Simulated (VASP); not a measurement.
Set up this calculation in VASP 6.6.1, as the native input.

- Task: single point
- Functional: r2SCAN
- Potentials or basis: VASP PAW PBE potentials, release 64 (Sn_d, Se)
- Cutoff: 550 eV
- k mesh: 20 × 20 × 20
- Occupations: gaussian, width 0.1 eV
- Spin: no spin polarisation
- Dipole correction: no
- Further INCAR settings: ALGO = Normal; EDIFF = 1e-06; NBANDS = 17

The system is SnSe (CsCl type).

```
CELL_PARAMETERS angstrom
3.51689 0.00000 0.00000
0.00000 3.51689 0.00000
0.00000 0.00000 3.51689
ATOMIC_POSITIONS crystal
Sn 0.00000 0.00000 0.00000
Se 0.50000 0.50000 0.50000
```

The input as run:

POSCAR

```
SnSe
1.0
    3.5168869895      0.0000000000      0.0000000000
    0.0000000000      3.5168869895      0.0000000000
    0.0000000000      0.0000000000      3.5168869895
Sn Se
1 1
Direct
    0.0000000000      0.0000000000      0.0000000000
    0.5000000000      0.5000000000      0.5000000000
```

INCAR.step1

```
SYSTEM = SnSe
  PREC = Accurate
  ENCUT = 550
  ISMEAR = 0
  SIGMA = 0.1
  LREAL = .FALSE.
  LASPH = .TRUE.
  NELM = 120
  NBANDS = 17
  GGA = PE
  ALGO = Normal
  EDIFF = 1E-5
  LWAVE = .TRUE.
  LCHARG = .FALSE.
  GGA_COMPAT = .FALSE.
```

INCAR.step2

```
SYSTEM = SnSe
  PREC = Accurate
  ENCUT = 550
  EDIFF = 1E-6
  ISMEAR = 0
  SIGMA = 0.1
  LREAL = .FALSE.
  LASPH = .TRUE.
  NELM = 120
  ALGO = Normal
  ISIF = 2
  LWAVE = .FALSE.
  LCHARG = .FALSE.
  METAGGA = R2SCAN
  LMIXTAU = .TRUE.
  NBANDS = 17
  ISTART = 1
  GGA_COMPAT = .FALSE.
```

KPOINTS

```
Automatic mesh
0
G
  20 20 20
  0 0 0
```

Potentials or basis: VASP PAW PBE potentials, release 64 (Sn_d, Se).

Run with:

```console
$ cat potpaw_PBE.64/Sn_d/POTCAR potpaw_PBE.64/Se/POTCAR > POTCAR
$ cp INCAR.step1 INCAR
$ mpirun -np 1 vasp_std > vasp.out
$ cp INCAR.step2 INCAR
$ mpirun -np 1 vasp_std > vasp.out
```

Results of the run:

```yaml
Pressure: 8.3 GPa
Band_gap_on_the_k_mesh: zero (bands 10 and 11 overlap by 2.18 eV)
```

Caveat: the cell stands under pressure; the PAW data sets were made with another functional, which shifts forces and pressure a little; spin-orbit coupling is left out, which moves the levels of the heavy elements.

Wall time 18 min on 1 thread of Oxide Virtual Turin-like Processor, on a shared host, peak memory 0.32 GiB.
